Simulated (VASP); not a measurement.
# AgPt3 (Pm-3m) in VASP: further runs, part 2 of 3

VASP 6.6.1. The steps go on from the part before.

## Step 4: Electric field gradients, LDA (volume scaled by 0.98)

Input file INCAR:

```
PREC = Accurate ; ENCUT = 520
EDIFF = 1E-8 ; ISMEAR = -1
SIGMA = 0.08 ; LREAL = F
LASPH = T ; NELM = 60
ALGO = Normal ; ISIF = 2
LWAVE = F ; LCHARG = F
GGA = CA ; LEFG = T
NBANDS = 28
```

Input file KPOINTS:

```
regular mesh
0
Gamma
  9 9 9
```

Input file POSCAR:

```
AgPt3
1.0
    3.8738247147      0.0000000000      0.0000000000
    0.0000000000      3.8738247147      0.0000000000
    0.0000000000      0.0000000000      3.8738247147
Ag Pt
1 3
Direct
    0.0000000000      0.0000000000      0.0000000000
    0.0000000000      0.5000000000      0.5000000000
    0.5000000000      0.0000000000      0.5000000000
    0.5000000000      0.5000000000      0.0000000000
```

Potentials or basis: VASP PAW LDA potentials, release 64 (Ag, Pt).

Run with:

```sh
$ cat potpaw_LDA.64/Ag/POTCAR potpaw_LDA.64/Pt/POTCAR > POTCAR
$ mpirun -np 1 vasp_std > vasp.out
```

OUTCAR:

```text
PREC = Accurate
   ENCUT = 520
   EDIFF = 1E-8
   ISMEAR = -1
   LREAL = F
   LASPH = T
   NELM = 60
   ISIF = 2
   GGA = CA

 ion  position               nearest neighbor table
   1  0.000  0.000  0.000-   2 2.74   3 2.74   4 2.74   2 2.74   3 2.74   2 2.74   4 2.74   2 2.74
                             3 2.74   4 2.74   3 2.74   4 2.74
   2  0.000  0.500  0.500-   1 2.74   3 2.74   4 2.74   1 2.74   4 2.74   1 2.74   3 2.74   1 2.74
                             3 2.74   4 2.74   4 2.74   3 2.74
   3  0.500  0.000  0.500-   1 2.74   2 2.74   4 2.74   1 2.74   4 2.74   2 2.74   4 2.74   4 2.74
                             1 2.74   2 2.74   1 2.74   2 2.74
   4  0.500  0.500  0.000-   1 2.74   2 2.74   3 2.74   2 2.74   3 2.74   1 2.74   3 2.74   3 2.74
                             1 2.74   2 2.74   2 2.74   1 2.74

  LATTYP: Found a simple cubic cell.
 ALAT       =     3.8738247147

  Lattice vectors:

 A1 = (   3.8738247147,   0.0000000000,   0.0000000000)
 A2 = (   0.0000000000,   3.8738247147,   0.0000000000)
 A3 = (   0.0000000000,   0.0000000000,   3.8738247147)

Analysis of symmetry for initial positions (statically):
=====================================================================
 Subroutine PRICEL returns:
 Original cell was already a primitive cell.

 Routine SETGRP: Setting up the symmetry group for a
 simple cubic supercell.

 Subroutine GETGRP returns: Found 48 space group operations
 (whereof 48 operations were pure point group operations)
 out of a pool of 48 trial point group operations.

The static configuration has the point symmetry O_h .

Analysis of symmetry for dynamics (positions and initial velocities):
=====================================================================
 Subroutine PRICEL returns:
 Original cell was already a primitive cell.

 Routine SETGRP: Setting up the symmetry group for a
 simple cubic supercell.

 Subroutine GETGRP returns: Found 48 space group operations
 (whereof 48 operations were pure point group operations)
 out of a pool of 48 trial point group operations.

The dynamic configuration has the point symmetry O_h .

 Subroutine INISYM returns: Found 48 space group operations
 (whereof 48 operations are pure point group operations),
 and found     1 'primitive' translations

----------------------------------------------------------------------------------------

                                     Primitive cell

  volume of cell :      58.1326

  direct lattice vectors                    reciprocal lattice vectors
     3.873824715  0.000000000  0.000000000     0.258142811  0.000000000  0.000000000
     0.000000000  3.873824715  0.000000000     0.000000000  0.258142811  0.000000000
     0.000000000  0.000000000  3.873824715     0.000000000  0.000000000  0.258142811

  length of vectors
     3.873824715  3.873824715  3.873824715     0.258142811  0.258142811  0.258142811
[... 91 lines left out ...]
   ISIF   =      2    stress and relaxation
   ISYM   =      2    0-nonsym 1-usesym 2-fastsym
   POTIM  = 0.5000    time-step for ionic-motion
   TEBEG  =    0.0;   TEEND  =   0.0 temperature during run
   PSTRESS=    0.0 pullay stress
   NELECT =      41.0000    total number of electrons
   NUPDOWN=      -1.0000    fix difference up-down
   EMIN   =  10.00;   EMAX   =-10.00  energy-range for DOS
   EFERMI =   0.00;   METHOD = LEGACY
   ISMEAR =    -1;   SIGMA  =   0.08  broadening in eV -4-tet -1-fermi 0-gaus
   EFERMI_NEDOS =   21; number of points for ismear=-14 and -15
   IALGO  =     38    algorithm
   IMIX   =      4    mixing-type and parameters
     AMIX     =   0.40;   BMIX     =  1.00
     AMIX_MAG =   1.60;   BMIX_MAG =  1.00
  volume/ion in A,a.u.               =      14.53        98.07
  Fermi-wavevector in a.u.,A,eV,Ry     =   1.457235  2.753774 28.892417  2.123533
  Thomas-Fermi vector in A             =   2.574060
   LORBIT       =      0    0 simple, 1 ext, 2 COOP (PROOUT), +10 PAW based schemes
   GGA     = CA    functional components
   LHFCALC =     F    Hartree Fock is set to
   AEXX    =    0.0000 exact exchange contribution
   IVDW    =     0    specifies the selected vdW correction
   LEPSILON=     F    determine dielectric tensor
   LRPA    =     F    only Hartree local field effects (RPA)
 non-spin polarized calculation
  energy-cutoff  :      520.00
  volume of cell :       58.13
 maximum number of plane-waves:      1584
 NGX is ok and might be reduce to    30
   NGX = 15   NGY = 15   NGZ = 15

 number of electron      40.9999994 magnetization

 Free energy of the ion-electron system (eV)
  ---------------------------------------------------
  ext. energy  EPLUGINS =         0.00000000
  ---------------------------------------------------
  free energy    TOTEN  =       -26.20429977 eV

  energy without entropy =      -26.13677803  energy(sigma->0) =      -26.17053890

 E-fermi :  11.2558     XC(G=0): -13.8144

 val. band max:       11.2072417687   @ k =   0.4444   0.3333   0.2222
 cond. band min:      11.2590705869   @ k =   0.4444   0.4444   0.3333
 fundamental gap:      0.0518288182
 Fermi energy:        11.2558461149

 k-point     1 :       0.0000    0.0000    0.0000
  band No.  band energies     occupation
      1       1.2390      2.00000
      2       3.9824      2.00000
      3       3.9824      2.00000
      4       4.1497      2.00000
      5       4.4124      2.00000
      6       4.4124      2.00000
[... 733 lines left out ...]
     27      22.2988      0.00000
     28      23.4264      0.00000

 [... further k-points ...]
[... 5 lines left out ...]
  --------------------------------------------------------------------------------------
  -------------------------------------------------------------------------------------
  Total        3.1871720      3.1871720      3.1871720      0.0000000      0.0000000      0.0000000
  in kB       87.8407803     87.8407803     87.8407803      0.0000000      0.0000000      0.0000000
  external PRESSURE =      87.8407803 kB  Pullay stress =       0.0000000 kB

 VOLUME and BASIS-vectors are now :
 -----------------------------------------------------------------------------
  energy-cutoff  :      520.00
  volume of cell :       58.13
      direct lattice vectors                 reciprocal lattice vectors
     3.873824715  0.000000000  0.000000000     0.258142811  0.000000000  0.000000000
     0.000000000  3.873824715  0.000000000     0.000000000  0.258142811  0.000000000
     0.000000000  0.000000000  3.873824715     0.000000000  0.000000000  0.258142811

 POSITION                                       TOTAL-FORCE (eV/Angst)
 -----------------------------------------------------------------------------------
      0.00000      0.00000      0.00000         0.000000      0.000000      0.000000
      0.00000      1.93691      1.93691         0.000000      0.000000      0.000000
      1.93691      0.00000      1.93691         0.000000      0.000000      0.000000
      1.93691      1.93691      0.00000         0.000000      0.000000      0.000000
 -----------------------------------------------------------------------------------
    total drift:                                0.000000      0.000000     -0.000000

  FREE ENERGIE OF THE ION-ELECTRON SYSTEM (eV)
  ---------------------------------------------------
  free  energy   TOTEN  =       -26.2042997742 eV

  energy  without entropy=      -26.1367780279  energy(sigma->0) =      -26.17053890

 Electric field gradients (V/A^2)
---------------------------------------------------------------------
 ion       V_xx      V_yy      V_zz      V_xy      V_xz      V_yz
---------------------------------------------------------------------
   1       0.000    -0.000    -0.000    -0.000     0.000     0.000
   2     -17.626     8.813     8.813     0.000     0.000     0.000
   3       8.813   -17.626     8.813    -0.000     0.000    -0.000
   4       8.813     8.813   -17.626    -0.000    -0.000    -0.000
---------------------------------------------------------------------

 Electric field gradients after diagonalization (V/A^2)
 (convention: |V_zz| > |V_xx| > |V_yy|)
----------------------------------------------------------------------
 ion       V_xx      V_yy      V_zz     asymmetry (V_yy - V_xx)/ V_zz
----------------------------------------------------------------------
   1       0.000    -0.000    -0.000       0.248
   2       8.813     8.813   -17.626       0.000
   3       8.813     8.813   -17.626       0.000
   4       8.813     8.813   -17.626       0.000
----------------------------------------------------------------------

           NMR quadrupolar parameters

 Cq : quadrupolar parameter    Cq=e*Q*V_zz/h
 eta: asymmetry parameters     (V_yy - V_xx)/ V_zz
 Q  : nuclear electric quadrupole moment in mb (millibarn)
----------------------------------------------------------------------
 ion       Cq(MHz)       eta       Q (mb)
----------------------------------------------------------------------
   1      -0.000       0.248       1.000
   2      -0.043       0.000       1.000
   3      -0.043       0.000       1.000
   4      -0.043       0.000       1.000
----------------------------------------------------------------------
```

OSZICAR:

```text
N       E                     dE             d eps       ncg     rms          rms(c)
DAV:   1     0.264226524763E+03    0.26423E+03   -0.20753E+04  1976   0.141E+03
DAV:   2    -0.198493195494E+02   -0.28408E+03   -0.27307E+03  2160   0.329E+02
DAV:   3    -0.277365693591E+02   -0.78872E+01   -0.77631E+01  2176   0.558E+01
DAV:   4    -0.277929214093E+02   -0.56352E-01   -0.56334E-01  2104   0.483E+00
DAV:   5    -0.277934804601E+02   -0.55905E-03   -0.55905E-03  2128   0.522E-01    0.260E+01
DAV:   6    -0.263764795113E+02    0.14170E+01   -0.29378E+00  2076   0.161E+01    0.141E+01
DAV:   7    -0.262398064787E+02    0.13667E+00   -0.59568E-01  2076   0.730E+00    0.464E+00
DAV:   8    -0.262100283228E+02    0.29778E-01   -0.11081E-01  2064   0.545E+00    0.205E+00
DAV:   9    -0.262044751238E+02    0.55532E-02   -0.21889E-02  2036   0.157E+00    0.199E-01
DAV:  10    -0.262042894686E+02    0.18566E-03   -0.66755E-04  2084   0.343E-01    0.604E-02
DAV:  11    -0.262043005404E+02   -0.11072E-04   -0.87743E-05  2064   0.835E-02    0.152E-02
DAV:  12    -0.262042999351E+02    0.60531E-06   -0.92921E-06  2120   0.282E-02    0.679E-03
DAV:  13    -0.262042997821E+02    0.15298E-06   -0.10681E-06  2092   0.103E-02    0.170E-03
DAV:  14    -0.262042997742E+02    0.79604E-08   -0.17244E-08  1216   0.149E-03
   1 F= -.26204300E+02 E0= -.26170539E+02  d E =-.675217E-01
```

It took 20 s on 1 thread of Intel Xeon 6975P-C (Granite Rapids), shared host; peak memory 0.18 GiB.

What came out:

```yaml
Free_energy: -26.2043 eV
Pressure: 8.8 GPa
```

Electric field gradients, principal values (V/Å²):
```tsv
atom	least	middle	greatest (by size)
1 Ag	0.000	0.000	0.000
2 Pt	8.813	8.813	-17.626
3 Pt	8.813	8.813	-17.626
4 Pt	8.813	8.813	-17.626
```

Caveat: without QUAD_EFG the Cq values of the log hold for a quadrupole moment of 1 mb, not for the nuclei; spin-orbit coupling is left out, which moves the levels of the heavy elements.

(Continued in part 3 of 3.)
